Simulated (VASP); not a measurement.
Set up this calculation in VASP 6.6.1, as the native input.

```yaml
Task: single point
Functional: r2SCAN0
Potentials_or_basis: VASP PAW PBE potentials, release 64 (Cd, Se)
Cutoff: 520 eV
k_mesh: 4 × 4 × 2
Occupations: fermi-dirac, width 0.05 eV
Spin: no spin polarisation
Dipole_correction: no
Grid_for_exact_exchange_PRECFOCK: Normal
Further_INCAR_settings: ALGO = Normal; EDIFF = 1e-06; NBANDS = 26
```

The system is CdSe (Cadmoselite).

```
Cd Se
1.0
     4.30000    0.00000    0.00000
    -2.15000    3.72391    0.00000
     0.00000    0.00000    7.02000
Cd Se
2 2
Direct
  0.66667 0.33333 0.50000
  0.33333 0.66667 0.00000
  0.66667 0.33333 0.88500
  0.33333 0.66667 0.38500
```

One way to write it, as run:

POSCAR

```
CdSe
1.0
    4.3000000000      0.0000000000      0.0000000000
   -2.1500000000      3.7239092363      0.0000000000
    0.0000000000      0.0000000000      7.0200000000
Cd Se
2 2
Direct
    0.6666666667      0.3333333333      0.5000000000
    0.3333333333      0.6666666667      0.0000000000
    0.6666666667      0.3333333333      0.8850000000
    0.3333333333      0.6666666667      0.3850000000
```

INCAR.step1

```
SYSTEM = CdSe
PREC = Accurate ; ENCUT = 520
EDIFF = 1E-5 ; ISMEAR = -1
SIGMA = 0.05 ; LREAL = .FALSE.
LASPH = .TRUE. ; NELM = 80
ALGO = Normal ; ISIF = 2
LWAVE = .TRUE. ; LCHARG = .FALSE.
GGA = PE ; NBANDS = 26
LUSENCCL = .FALSE.
```

INCAR.step2

```
SYSTEM = CdSe
PREC = Accurate ; ENCUT = 520
EDIFF = 1E-6 ; ISMEAR = -1
SIGMA = 0.05 ; LREAL = .FALSE.
LASPH = .TRUE. ; NELM = 80
ALGO = Normal ; ISIF = 2
LWAVE = .FALSE. ; LCHARG = .FALSE.
METAGGA = R2SCAN ; LHFCALC = .TRUE.
AEXX = 0.25 ; LMIXTAU = .TRUE.
PRECFOCK = Normal ; ISTART = 1
NBANDS = 26 ; LUSENCCL = .FALSE.
```

KPOINTS

```
Automatic mesh
0
G
  4 4 2
  0 0 0
```

Potentials or basis: VASP PAW PBE potentials, release 64 (Cd, Se).

The run is started by

```console
$ cat potpaw_PBE.64/Cd/POTCAR potpaw_PBE.64/Se/POTCAR > POTCAR
$ cp INCAR.step1 INCAR
$ mpirun -np 1 vasp_std > vasp.out
$ cp INCAR.step2 INCAR
$ mpirun -np 1 vasp_std > vasp.out
```

It gave:

```
Pressure               : 1.1 GPa
Largest force          : 0.295 eV/Å
Band gap on the k mesh : 2.64 eV, direct
```

Caveat: the k points lie up to 0.45 Å⁻¹ apart; the PAW data sets were made with another functional, which shifts forces and pressure a little.

Wall time 6.7 min on 1 × NVIDIA H100 80GB with 1 thread of AMD EPYC 7R13 Processor (Zen 3), with other jobs on the host, peak memory 1.2 GiB.
